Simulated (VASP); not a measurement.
Here is a VASP 6.6.1 calculation.

INCAR

```
SYSTEM = Sr
  PREC = Accurate
  ENCUT = 500
  EDIFF = 1E-6
  ISMEAR = -1
  SIGMA = 0.05
  LREAL = .FALSE.
  LASPH = .TRUE.
  NELM = 120
  ALGO = Normal
  ISIF = 2
  LWAVE = .FALSE.
  LCHARG = .FALSE.
  GGA = PE
  NBANDS = 11
  GGA_COMPAT = .FALSE.
```

Contents of KPOINTS:

```
regular mesh
0
G
  7 7 7
  0 0 0
```

File POSCAR:

```
Sr
1.0
    0.0000000000      3.0823855122      3.0823855122
    3.0823855122      0.0000000000      3.0823855122
    3.0823855122      3.0823855122      0.0000000000
Sr
1
Direct
    0.0000000000      0.0000000000      0.0000000000
```

Potentials or basis: VASP PAW PBE potentials, release 64 (Sr_sv).

Command:

```console
$ cat potpaw_PBE.64/Sr_sv/POTCAR > POTCAR
$ mpirun -np 1 vasp_std > vasp.out
```

Task: Predict the band gap on the k mesh.

Result: Zero (band 5 reaches 1.42 eV, above the bottom of band 6 at 1.40 eV).

Task: Predict the pressure.

Result: -0.7 GPa.
